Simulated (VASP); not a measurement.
# MgAu (Pm-3m) in VASP: single point with LDA

Aim: the single point of MgAu with LDA.

All numbers are computed with VASP 6.6.1; they aren't measurements. Logs are shortened: lines on timing, memory, paths and dates and some standing lists are left out, and cuts for length are marked.

### Step 1. The cell of the first run

Symmetry: Pm-3m, No. 221, cubic system. The conventional cell has a = 3.259 Å, b = 3.259 Å, c = 3.259 Å, α = 90.00°, β = 90.00°, γ = 90.00°. Within 3.7 Å of Mg (site symmetry m-3m) lie 8 Au at 2.82 Å and 6 Mg at 3.26 Å. Au (site symmetry m-3m) has 8 Mg at 2.82 Å and 6 Au at 3.26 Å within 3.7 Å.

### Step 2. Single point, LDA

INCAR

```
PREC     = Accurate       # precision mode
ENCUT    = 600            # plane-wave cutoff, eV
EDIFF    = 1E-6           # SCF threshold, eV
ISMEAR   = -1             # smearing method
SIGMA    = 0.0816         # smearing width, eV
LREAL    = F              # projectors in reciprocal space
LASPH    = T              # aspherical terms in the spheres
NELM     = 120            # most SCF steps
ALGO     = Normal         # electronic algorithm
ISIF     = 2              # what is computed and relaxed
LWAVE    = F              # write WAVECAR
LCHARG   = F              # write CHGCAR
NBANDS   = 21             # bands
GGA_COMPAT= F
```

KPOINTS

```
Automatic mesh
0
Gamma
  7 7 7
```

POSCAR

```
MgAu
1.0
    0.0000000000      3.2590000000      3.2590000000
    3.2590000000      0.0000000000      3.2590000000
    3.2590000000      3.2590000000      0.0000000000
Mg Au
2 2
Direct
    0.2500000000      0.2500000000      0.2500000000
    0.7500000000      0.7500000000      0.7500000000
    0.0000000000      0.0000000000      0.0000000000
    0.5000000000      0.5000000000      0.5000000000
```

Potentials or basis: VASP PAW LDA potentials, release 64 (Mg, Au).

Run with:

```
$ cat potpaw_LDA.64/Mg/POTCAR potpaw_LDA.64/Au/POTCAR > POTCAR
$ mpirun -np 1 vasp_std > vasp.out
```

OUTCAR:

```text
PREC = Accurate
   ENCUT = 600
   EDIFF = 1E-6
   ISMEAR = -1
   LREAL = F
   LASPH = T
   NELM = 120
   ISIF = 2

 ion  position               nearest neighbor table
   1  0.250  0.250  0.250-   3 2.82   3 2.82   3 2.82   4 2.82   4 2.82   4 2.82   4 2.82   3 2.82
                             2 3.26   2 3.26   2 3.26   2 3.26   2 3.26   2 3.26
   2  0.750  0.750  0.750-   4 2.82   4 2.82   4 2.82   3 2.82   3 2.82   3 2.82   4 2.82   3 2.82
                             1 3.26   1 3.26   1 3.26   1 3.26   1 3.26   1 3.26
   3  0.000  0.000  0.000-   2 2.82   2 2.82   2 2.82   1 2.82   1 2.82   1 2.82   2 2.82   1 2.82
                             4 3.26   4 3.26   4 3.26   4 3.26   4 3.26   4 3.26
   4  0.500  0.500  0.500-   1 2.82   1 2.82   1 2.82   2 2.82   2 2.82   2 2.82   2 2.82   1 2.82
                             3 3.26   3 3.26   3 3.26   3 3.26   3 3.26   3 3.26

  LATTYP: Found a face centered cubic cell.
 ALAT       =     6.5180000000

  Lattice vectors:

 A1 = (   0.0000000000,   3.2590000000,   3.2590000000)
 A2 = (   3.2590000000,   0.0000000000,   3.2590000000)
 A3 = (   3.2590000000,   3.2590000000,   0.0000000000)

Analysis of symmetry for initial positions (statically):
=====================================================================
 Subroutine PRICEL returns following result:

  LATTYP: Found a simple cubic cell.
 ALAT       =     3.2590000000

  Lattice vectors:

 A1 = (  -3.2590000000,   0.0000000000,   0.0000000000)
 A2 = (   0.0000000000,   0.0000000000,   3.2590000000)
 A3 = (   0.0000000000,   3.2590000000,   0.0000000000)

   2 primitive cells build up your supercell.

 Routine SETGRP: Setting up the symmetry group for a
 face centered cubic supercell.

 Subroutine GETGRP returns: Found 48 space group operations
 (whereof 48 operations were pure point group operations)
 out of a pool of 48 trial point group operations.

The static configuration has the point symmetry O_h .

Analysis of symmetry for dynamics (positions and initial velocities):
=====================================================================
 Subroutine PRICEL returns following result:

  LATTYP: Found a simple cubic cell.
 ALAT       =     3.2590000000

  Lattice vectors:

 A1 = (  -3.2590000000,   0.0000000000,   0.0000000000)
 A2 = (   0.0000000000,   0.0000000000,   3.2590000000)
 A3 = (   0.0000000000,   3.2590000000,   0.0000000000)

   2 primitive cells build up your supercell.

 Routine SETGRP: Setting up the symmetry group for a
 face centered cubic supercell.

 Subroutine GETGRP returns: Found 48 space group operations
 (whereof 48 operations were pure point group operations)
 out of a pool of 48 trial point group operations.

The dynamic configuration has the point symmetry O_h .

 Subroutine INISYM returns: Found 48 space group operations
 (whereof 48 operations are pure point group operations),
 and found     2 'primitive' translations

----------------------------------------------------------------------------------------

                                     Primitive cell

  volume of cell :      34.6141

  direct lattice vectors                    reciprocal lattice vectors
    -3.259000000  0.000000000  0.000000000    -0.306842590  0.000000000  0.000000000
     0.000000000  0.000000000  3.259000000     0.000000000  0.000000000  0.306842590
     0.000000000  3.259000000  0.000000000     0.000000000  0.306842590  0.000000000

  length of vectors
     3.259000000  3.259000000  3.259000000     0.306842590  0.306842590  0.306842590

  position of ions in fractional coordinates (direct lattice)
     0.500000000  0.500000000  0.500000000
     0.000000000  0.000000000  0.000000000

  ion indices of the primitive-cell ions
   primitive index   ion index
                 1           1
                 2           3

----------------------------------------------------------------------------------------

 KPOINTS: Automatic mesh

Automatic generation of k-mesh.
 Grid dimensions read from file:
 generate k-points for:    7    7    7

 Generating k-lattice:

  Cartesian coordinates                     Fractional coordinates (reciprocal lattice)
    -0.021917328  0.021917328  0.021917328     0.142857143  0.000000000  0.000000000
     0.021917328 -0.021917328  0.021917328     0.000000000  0.142857143  0.000000000
     0.021917328  0.021917328 -0.021917328     0.000000000  0.000000000  0.142857143

  Length of vectors
     0.037961925  0.037961925  0.037961925

  Shift w.r.t. Gamma in fractional coordinates (k-lattice)
     0.000000000  0.000000000  0.000000000

 Subroutine IBZKPT returns following result:
 ===========================================

 Found     20 irreducible k-points:

 Following reciprocal coordinates:
            Coordinates               Weight
  0.000000  0.000000  0.000000      1.000000
  0.142857  0.000000  0.000000      8.000000
  0.285714  0.000000  0.000000      8.000000
  0.428571  0.000000  0.000000      8.000000
  0.142857  0.142857  0.000000      6.000000
  0.285714  0.142857  0.000000     24.000000
[... 12 lines left out ...]
 -0.428571  0.428571  0.142857     24.000000
 -0.285714  0.428571  0.142857     24.000000
   k-points           NKPTS =     20   k-points in BZ     NKDIM =     20   number of bands    NBANDS=     21
   number of dos      NEDOS =    301   number of ions     NIONS =      4
   total plane-waves  NPLWV =  64000
   dimension x,y,z NGX =    40 NGY =   40 NGZ =   40
   dimension x,y,z NGXF=    80 NGYF=   80 NGZF=   80
   ions per type =               2   2
   NGX,Y,Z   is equivalent  to a cutoff of  14.43, 14.43, 14.43 a.u.
   NGXF,Y,Z  is equivalent  to a cutoff of  28.86, 28.86, 28.86 a.u.
 SYSTEM =  unknown system
   PREC   = accura    normal or accurate (medium, high low for compatibility)
   ISTART =      0    job   : 0-new  1-cont  2-samecut
   ICHARG =      2    charge: 1-file 2-atom 10-const
   ISPIN  =      1    spin polarized calculation?
   LNONCOLLINEAR =      F non collinear calculations
   LSORBIT =      F    spin-orbit coupling
   LASPH  =      T    aspherical Exc in radial PAW
   ENCUT  =  600.0 eV  44.10 Ry    6.64 a.u.   9.21  9.21  9.21*2*pi/ulx,y,z
   NELM   =    120;   NELMIN=  2; NELMDL= -5     # of ELM steps
   EDIFF  = 0.1E-05   stopping-criterion for ELM
   LREAL  =      F    real-space projection
   EDIFFG = 0.1E-04   stopping-criterion for IOM
   NSW    =      0    number of steps for IOM
   IBRION =     -1    ionic relax: 0-MD 1-quasi-New 2-CG
   NFREE  =      0    steps in history (QN), initial steepest desc. (CG)
   ISIF   =      2    stress and relaxation
   ISYM   =      2    0-nonsym 1-usesym 2-fastsym
   POTIM  = 0.5000    time-step for ionic-motion
   TEBEG  =    0.0;   TEEND  =   0.0 temperature during run
   PSTRESS=    0.0 pullay stress
   NELECT =      26.0000    total number of electrons
   NUPDOWN=      -1.0000    fix difference up-down
   EMIN   =  10.00;   EMAX   =-10.00  energy-range for DOS
   EFERMI =   0.00;   METHOD = LEGACY
   ISMEAR =    -1;   SIGMA  =   0.08  broadening in eV -4-tet -1-fermi 0-gaus
   EFERMI_NEDOS =   21; number of points for ismear=-14 and -15
   IALGO  =     38    algorithm
   IMIX   =      4    mixing-type and parameters
     AMIX     =   0.40;   BMIX     =  1.00
     AMIX_MAG =   1.60;   BMIX_MAG =  1.00
  volume/ion in A,a.u.               =      17.31       116.79
  Fermi-wavevector in a.u.,A,eV,Ry     =   1.181150  2.232049 18.981685  1.395114
  Thomas-Fermi vector in A             =   2.317429
   LORBIT       =      0    0 simple, 1 ext, 2 COOP (PROOUT), +10 PAW based schemes
   GGA     = CA    functional components
   LHFCALC =     F    Hartree Fock is set to
   AEXX    =    0.0000 exact exchange contribution
   IVDW    =     0    specifies the selected vdW correction
   LEPSILON=     F    determine dielectric tensor
   LRPA    =     F    only Hartree local field effects (RPA)
 non-spin polarized calculation
  energy-cutoff  :      600.00
  volume of cell :       69.23
 maximum number of plane-waves:      2320
 NGX is ok and might be reduce to    40
   NGX = 19   NGY = 19   NGZ = 19

 number of electron      25.9999998 magnetization

 Free energy of the ion-electron system (eV)
  ---------------------------------------------------
  ext. energy  EPLUGINS =         0.00000000
  ---------------------------------------------------
  free energy    TOTEN  =       -15.22052643 eV

  energy without entropy =      -15.19941557  energy(sigma->0) =      -15.20997100

 E-fermi :   6.6101     XC(G=0): -11.2658

 val. band max:        6.5191246806   @ k =   0.2857   0.2857   0.0000
 cond. band min:       6.7696348364   @ k =  -0.2857   0.1429   0.0000
 fundamental gap:      0.2505101558
 Fermi energy:         6.6100910932

 k-point     1 :       0.0000    0.0000    0.0000
  band No.  band energies     occupation
      1      -2.4723      2.00000
      2       0.7514      2.00000
      3       0.7514      2.00000
      4       0.7514      2.00000
      5       0.8512      2.00000
      6       0.8512      2.00000
[... 13 lines left out ...]
     20      12.7531      0.00000
     21      12.7531      0.00000

 k-point     2 :       0.1429    0.0000    0.0000
  band No.  band energies     occupation
      1      -2.2264      2.00000
      2       0.7536      2.00000
      3       0.8472      2.00000
      4       0.8472      2.00000
      5       0.9303      2.00000
      6       0.9303      2.00000
[... 13 lines left out ...]
     20      13.0956      0.00000
     21      13.0956      0.00000

 k-point     3 :       0.2857    0.0000    0.0000
  band No.  band energies     occupation
      1      -1.5098      2.00000
      2       0.7550      2.00000
      3       1.1121      2.00000
      4       1.1121      2.00000
      5       1.1612      2.00000
      6       1.1612      2.00000
[... 13 lines left out ...]
     20      14.0954      0.00000
     21      14.0954      0.00000
[... 361 lines left out ...]
 k-point    19 :      -0.4286    0.4286    0.1429
  band No.  band energies     occupation
      1      -0.0664      2.00000
      2       0.4642      2.00000
      3       0.9587      2.00000
      4       1.2315      2.00000
      5       1.3731      2.00000
      6       1.9055      2.00000
[... 13 lines left out ...]
     20      16.8173      0.00000
     21      17.2269      0.00000

 k-point    20 :      -0.2857    0.4286    0.1429
  band No.  band energies     occupation
      1       0.4563      2.00000
      2       0.5011      2.00000
      3       0.8260      2.00000
      4       0.9325      2.00000
      5       1.5576      2.00000
      6       1.8497      2.00000
[... 13 lines left out ...]
     20      16.1854      0.00000
     21      16.8761      0.00000

------------------------ aborting loop because EDIFF is reached ----------------------------------------

  FORCE on cell =-STRESS in cart. coord.  units (eV):
  Direction    XX          YY          ZZ          XY          YZ          ZX
  --------------------------------------------------------------------------------------
  -------------------------------------------------------------------------------------
  Total       -1.6148074     -1.6148074     -1.6148074      0.0000000      0.0000000     -0.0000000
  in kB      -37.3721641    -37.3721641    -37.3721641      0.0000000      0.0000000     -0.0000000
  external PRESSURE =     -37.3721641 kB  Pullay stress =       0.0000000 kB

 VOLUME and BASIS-vectors are now :
 -----------------------------------------------------------------------------
  energy-cutoff  :      600.00
  volume of cell :       69.23
      direct lattice vectors                 reciprocal lattice vectors
     0.000000000  3.259000000  3.259000000    -0.153421295  0.153421295  0.153421295
     3.259000000  0.000000000  3.259000000     0.153421295 -0.153421295  0.153421295
     3.259000000  3.259000000  0.000000000     0.153421295  0.153421295 -0.153421295

 POSITION                                       TOTAL-FORCE (eV/Angst)
 -----------------------------------------------------------------------------------
      1.62950      1.62950      1.62950        -0.000000      0.000000     -0.000000
      4.88850      4.88850      4.88850         0.000000     -0.000000      0.000000
      0.00000      0.00000      0.00000        -0.000000     -0.000000     -0.000000
      3.25900      3.25900      3.25900         0.000000      0.000000     -0.000000
 -----------------------------------------------------------------------------------
    total drift:                               -0.000000     -0.000000      0.000000

  FREE ENERGIE OF THE ION-ELECTRON SYSTEM (eV)
  ---------------------------------------------------
  free  energy   TOTEN  =       -15.2205264303 eV

  energy  without entropy=      -15.1994155716  energy(sigma->0) =      -15.20997100
```

Run time: 13 s. Hardware: 1 thread of Intel Xeon 6975P-C (Granite Rapids), shared host; peak memory 0.21 GiB.

What came out:

| Item | Value |
| --- | --- |
| Free energy | -15.2205 eV |
| Pressure | -3.7 GPa |
| Band gap on the k mesh | zero (bands 13 and 14 overlap by 4.42 eV) |

Caveat: the cell stands under tension; spin-orbit coupling is left out, which moves the levels of the heavy elements.

The gap in the log of VASP goes by the Fermi energy; the results here count the filled bands.